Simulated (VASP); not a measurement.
Input of a VASP 6.6.1 run:

Contents of INCAR:

```
PREC = Accurate
ENCUT = 520
EDIFF = 1E-6
ISMEAR = -1
SIGMA = 0.05
LREAL = False
LASPH = True
NELM = 60
ALGO = Normal
ISIF = 2
LWAVE = False
LCHARG = False
GGA = PE
NBANDS = 21
```

File KPOINTS:

```
Automatic mesh
0
Gamma
  18 18 18
```

POSCAR

```
Mo
1.0
   -2.1961177118      2.1961177118      1.1523438659
    2.1961177118     -2.1961177118      1.1523438659
    2.1961177118      2.1961177118     -1.1523438659
Mo
2
Direct
   -0.3750000000     -0.1250000000     -0.2500000000
    0.3750000000      0.1250000000      0.2500000000
```

Potentials or basis: VASP PAW PBE potentials, release 64 (Mo_sv).

Run with:

```bash
$ cat potpaw_PBE.64/Mo_sv/POTCAR > POTCAR
$ mpirun -np 1 vasp_std > vasp.out
```

Question: Estimate the band gap on the k mesh.

Answer: Zero (bands 14 and 15 overlap by 4.74 eV).

Question: Predict the pressure.

Answer: 204.5 GPa.

Stress tensor (GPa, compression positive):
```
204.42   0.00   0.00
  0.00 204.42   0.00
  0.00   0.00 204.53
```

Caveat: the cell stands under pressure.
